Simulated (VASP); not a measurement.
# TaN (P6_3/mmc) in VASP: vibrations by perturbation theory with LDA

Aim: the vibrations by perturbation theory of TaN with LDA.

All numbers are computed with VASP 6.6.1; they aren't measurements. Logs are shortened: lines on timing, memory, paths and dates and some standing lists are left out, and cuts for length are marked.

## 1. The cell of the first run

It takes space group P6_3/mmc (No. 194, hexagonal). Conventional cell: a = 2.845 Å, b = 2.845 Å, c = 5.771 Å, α = 90.00°, β = 90.00°, γ = 120.00°. Ta (site symmetry -3m) has 6 N at 2.19 Å and 8 Ta at 2.84 to 2.89 Å within 2.9 Å. Within 2.9 Å of N (site symmetry -6m2) lie 6 Ta at 2.19 Å and 6 N at 2.84 Å.

## 2. Vibrations by perturbation theory, LDA

INCAR

```
PREC     = Accurate       # precision mode
ENCUT    = 520            # plane-wave cutoff, eV
EDIFF    = 1E-8           # SCF threshold, eV
ISMEAR   = -1             # smearing method
SIGMA    = 0.15           # smearing width, eV
LREAL    = False          # projectors in reciprocal space
LASPH    = True           # aspherical terms in the spheres
NELM     = 100            # most SCF steps
ALGO     = Normal         # electronic algorithm
ISIF     = 2              # what is computed and relaxed
LWAVE    = False          # write WAVECAR
LCHARG   = False          # write CHGCAR
GGA      = CA             # functional
IBRION   = 8              # ionic algorithm
NSW      = 1              # ionic steps
```

KPOINTS

```
regular mesh
0
Gamma
  18 18 8
```

POSCAR

```
TaN
1.0
    2.8449522767      0.0000000000      0.0000000000
   -1.4224761383      2.4638009442      0.0000000000
    0.0000000000      0.0000000000      5.7711290021
Ta N
2 2
Direct
    0.0000000000      0.0000000000      0.0000000000
    0.0000000000      0.0000000000      0.5000000000
    0.3333333333      0.6666666667      0.2500000000
    0.6666666667      0.3333333333      0.7500000000
```

Potentials or basis: VASP PAW LDA potentials, release 64 (Ta_pv, N).

On the command line:

```console
cat potpaw_LDA.64/Ta_pv/POTCAR potpaw_LDA.64/N/POTCAR > POTCAR
mpirun -np 1 vasp_std > vasp.out
```

OUTCAR:

```text
PREC = Accurate
   ENCUT = 520
   EDIFF = 1E-8
   ISMEAR = -1
   LREAL = False
   LASPH = True
   NELM = 100
   ISIF = 2
   GGA = CA
   IBRION = 8
   NSW = 1

 ion  position               nearest neighbor table
   1  0.000  0.000  0.000-   3 2.19   4 2.19   3 2.19   4 2.19   4 2.19   3 2.19   2 2.89   2 2.89

   2  0.000  0.000  0.500-   3 2.19   4 2.19   3 2.19   4 2.19   4 2.19   3 2.19   1 2.89   1 2.89

   3  0.333  0.667  0.250-   1 2.19   2 2.19   1 2.19   2 2.19   1 2.19   2 2.19
   4  0.667  0.333  0.750-   1 2.19   2 2.19   1 2.19   2 2.19   1 2.19   2 2.19

  LATTYP: Found a hexagonal cell.
 ALAT       =     2.8449522767
 C/A-ratio  =     2.0285503730

  Lattice vectors:

 A1 = (   2.8449522767,   0.0000000000,   0.0000000000)
 A2 = (  -1.4224761383,   2.4638009442,   0.0000000000)
 A3 = (   0.0000000000,   0.0000000000,   5.7711290021)

Analysis of symmetry for initial positions (statically):
=====================================================================
 Subroutine PRICEL returns:
 Original cell was already a primitive cell.

 Routine SETGRP: Setting up the symmetry group for a
 hexagonal supercell.

 Subroutine GETGRP returns: Found 24 space group operations
 (whereof 12 operations were pure point group operations)
 out of a pool of 24 trial point group operations.

The static configuration has the point symmetry D_3d.
 The point group associated with its full space group is D_6h.

Analysis of symmetry for dynamics (positions and initial velocities):
=====================================================================
 Subroutine PRICEL returns:
 Original cell was already a primitive cell.

 Routine SETGRP: Setting up the symmetry group for a
 hexagonal supercell.

 Subroutine GETGRP returns: Found 24 space group operations
 (whereof 12 operations were pure point group operations)
 out of a pool of 24 trial point group operations.

The dynamic configuration has the point symmetry D_3d.
 The point group associated with its full space group is D_6h.

 Subroutine INISYM returns: Found 24 space group operations
 (whereof 12 operations are pure point group operations),
 and found     1 'primitive' translations

----------------------------------------------------------------------------------------

                                     Primitive cell

  volume of cell :      40.4521

  direct lattice vectors                    reciprocal lattice vectors
     2.844952277  0.000000000  0.000000000     0.351499745  0.202938472  0.000000000
    -1.422476138  2.463800944  0.000000000     0.000000000  0.405876945  0.000000000
     0.000000000  0.000000000  5.771129002     0.000000000  0.000000000  0.173276321

  length of vectors
     2.844952277  2.844952277  5.771129002     0.405876945  0.405876945  0.173276321

  position of ions in fractional coordinates (direct lattice)
     0.000000000  0.000000000  0.000000000
     0.000000000  0.000000000  0.500000000
     0.333333333  0.666666667  0.250000000
     0.666666667  0.333333333  0.750000000

  ion indices of the primitive-cell ions
   primitive index   ion index
                 1           1
                 2           2
[... 122 lines left out ...]
  energy without entropy =      -48.53020096  energy(sigma->0) =      -48.56607862

 E-fermi :   8.7954     XC(G=0): -13.9274

 val. band max:        8.7903880110   @ k =   0.2222   0.1667   0.3750
 cond. band min:       8.7987349512   @ k =   0.1111   0.0000   0.2500
 fundamental gap:      0.0083469402
 Fermi energy:         8.7953790324

 k-point     1 :       0.0000    0.0000    0.0000
  band No.  band energies     occupation
      1     -26.6573      2.00000
      2     -25.6575      2.00000
      3     -25.3428      2.00000
      4     -25.3428      2.00000
      5     -25.2604      2.00000
      6     -25.2604      2.00000
[... 541 lines left out ...]
     19      13.6627      0.00000
     20      13.9307      0.00000

 [... further k-points ...]

------------------------ aborting loop because EDIFF is reached ----------------------------------------

  FORCE on cell =-STRESS in cart. coord.  units (eV):
  Direction    XX          YY          ZZ          XY          YZ          ZX
  --------------------------------------------------------------------------------------
  -------------------------------------------------------------------------------------
  Total        3.3262333      3.3262333      3.3674873      0.0000000      0.0000000      0.0000000
  in kB      131.7412894    131.7412894    133.3752237      0.0000000      0.0000000      0.0000000
  external PRESSURE =     132.2859342 kB  Pullay stress =       0.0000000 kB

 VOLUME and BASIS-vectors are now :
 -----------------------------------------------------------------------------
  energy-cutoff  :      520.00
  volume of cell :       40.45
      direct lattice vectors                 reciprocal lattice vectors
     2.844952277  0.000000000  0.000000000     0.351499745  0.202938472  0.000000000
    -1.422476138  2.463800944  0.000000000     0.000000000  0.405876945  0.000000000
     0.000000000  0.000000000  5.771129002     0.000000000  0.000000000  0.173276321

 POSITION                                       TOTAL-FORCE (eV/Angst)
 -----------------------------------------------------------------------------------
      0.00000      0.00000      0.00000        -0.000000      0.000000     -0.000000
      0.00000      0.00000      2.88556        -0.000000      0.000000     -0.000000
     -0.00000      1.64253      1.44278         0.000000     -0.000000      0.000000
      1.42248      0.82127      4.32835        -0.000000      0.000000     -0.000000
 -----------------------------------------------------------------------------------
    total drift:                               -0.000000      0.000000      0.000000

  FREE ENERGIE OF THE ION-ELECTRON SYSTEM (eV)
  ---------------------------------------------------
  free  energy   TOTEN  =       -48.6019562837 eV

  energy  without entropy=      -48.5302009642  energy(sigma->0) =      -48.56607862

[... ionic steps 2 to 9 ...]

--------------------------------------- Ionic step       10  -------------------------------------------

------------------------ aborting loop because EDIFF is reached ----------------------------------------

[... ionic steps 11 to 11 ...]

--------------------------------------- Ionic step       12  -------------------------------------------

 Free energy of the ion-electron system (eV)
  ---------------------------------------------------
  ---------------------------------------------------
  free energy    TOTEN  =        -0.25266835 eV

  energy without entropy =       -0.25266835

------------------------ aborting loop because EDIFF is reached ----------------------------------------

 INTERNAL STRAIN TENSOR  FOR ION    3  DIRECTION 3   (eV/Angst):
 -----------------------------------------------------------------------------
     0.00060 -0.00000  0.00000
     0.00000  0.00060 -0.00000
     0.00000 -0.00000 -0.00440

 INTERNAL STRAIN TENSOR FOR ION    4 for displacements in x,y,z  (eV/Angst):
          X           Y           Z          XY          YZ          ZX
  --------------------------------------------------------------------------------
  x    -0.00000     0.00000    -0.00000    -9.11425     0.00000     0.00000
  y    -9.11425     9.11425     0.00000     0.00000     0.00000     0.00000
  z     0.00000    -0.00000    -0.00000     0.00000    -0.00000     0.00000

 SECOND DERIVATIVES (NOT SYMMETRIZED)
 ------------------------------------
               1X          1Y          1Z          2X          2Y          2Z          3X          3Y          3Z          4X          4Y          4Z
  1X   -13.489158   -0.000000    0.000000    3.390366    0.000000    0.000000    5.049396    0.000000    0.000000    5.049396    0.000000    0.000000
  1Y    -0.000000  -13.489158    0.000000    0.000000    3.390366    0.000000    0.000000    5.049396    0.000000    0.000000    5.049396    0.000000
  1Z     0.000000    0.000000  -33.323581    0.000000   -0.000000   18.447517    0.000000   -0.000000    7.438032   -0.000000   -0.000000    7.438032
  2X     3.390366    0.000000    0.000000  -13.489158   -0.000000    0.000000    5.049396    0.000000    0.000000    5.049396    0.000000    0.000000
  2Y     0.000000    3.390366    0.000000   -0.000000  -13.489158    0.000000    0.000000    5.049396    0.000000    0.000000    5.049396    0.000000
  2Z     0.000000    0.000000   18.447517    0.000000    0.000000  -33.323581    0.000000    0.000000    7.438032   -0.000000    0.000000    7.438032
  3X     5.049254    0.000000    0.000000    5.049254    0.000000    0.000000  -12.671797   -0.000000    0.000000    2.573288    0.000000    0.000000
  3Y     0.000000    5.049254   -0.000000    0.000000    5.049254    0.000000   -0.000000  -12.671797    0.000000    0.000000    2.573288    0.000000
  3Z     0.000000    0.000000    7.438277    0.000000    0.000000    7.438277   -0.000000    0.000000  -17.503482   -0.000000    0.000000    2.626927
  4X     5.049254    0.000000    0.000000    5.049254    0.000000    0.000000    2.573288    0.000000    0.000000  -12.671797   -0.000000    0.000000
  4Y     0.000000    5.049254   -0.000000    0.000000    5.049254    0.000000    0.000000    2.573288    0.000000   -0.000000  -12.671797    0.000000
  4Z     0.000000    0.000000    7.438277    0.000000    0.000000    7.438277   -0.000000    0.000000    2.626927   -0.000000    0.000000  -17.503482

 Eigenvectors and eigenvalues of the dynamical matrix
 ----------------------------------------------------

   1 f  =   18.745520 THz   117.781576 2PiTHz  625.283242 cm-1    77.525207 meV
             X         Y         Z           dx          dy          dz
      0.000000  0.000000  0.000000    -0.000000   -0.000000   -0.000000
      0.000000  0.000000  2.885565    -0.000000   -0.000000   -0.000000
     -0.000000  1.642534  1.442782    -0.000000   -0.000000   -0.707107
      1.422476  0.821267  4.328347     0.000000    0.000000    0.707107
[... 71 lines left out ...]
  12 f/i=    0.000071 THz     0.000448 2PiTHz    0.002378 cm-1     0.000295 meV
             X         Y         Z           dx          dy          dz
      0.000000  0.000000  0.000000    -0.000002    0.000000    0.681243
      0.000000  0.000000  2.885565    -0.000002    0.000000    0.681243
     -0.000000  1.642534  1.442782    -0.000001    0.000000    0.189495
      1.422476  0.821267  4.328347    -0.000001    0.000000    0.189495

--------------------------------------------------------------------------------------------------------

 ELASTIC MODULI CONTR FROM IONIC RELAXATION (kBar)
 Direction    XX          YY          ZZ          XY          YZ          ZX
 --------------------------------------------------------------------------------
 XX        -431.6294    431.6294      0.0000     -0.0000      0.0000     -0.0000
 YY         431.6294   -431.6294     -0.0000     -0.0000     -0.0000      0.0000
 ZZ           0.0000     -0.0000     -0.0000     -0.0000     -0.0000      0.0000
 XY          -0.0000     -0.0000     -0.0000   -431.6294     -0.0000      0.0000
 YZ           0.0000     -0.0000     -0.0000     -0.0000     -0.0000      0.0000
 ZX          -0.0000      0.0000      0.0000      0.0000      0.0000     -0.0000
 --------------------------------------------------------------------------------
```

Run time: 1.8 h. Hardware: 1 thread of Oxide Virtual Turin-like, shared host; peak memory 1.2 GiB.

Results:

| Item | Value |
| --- | --- |
| Highest phonon frequency at Γ | 625 cm⁻¹ |

Phonon frequencies in cm⁻¹ (negative: imaginary):
| q point | frequencies |
| --- | --- |
| (0.000, 0.000, 0.000) | 0 0 0 159 159 279 460 460 544 544 558 625 |

Caveat: the cell stands under pressure or tension, which shifts response properties; spin-orbit coupling is left out, which moves the levels of the heavy elements.
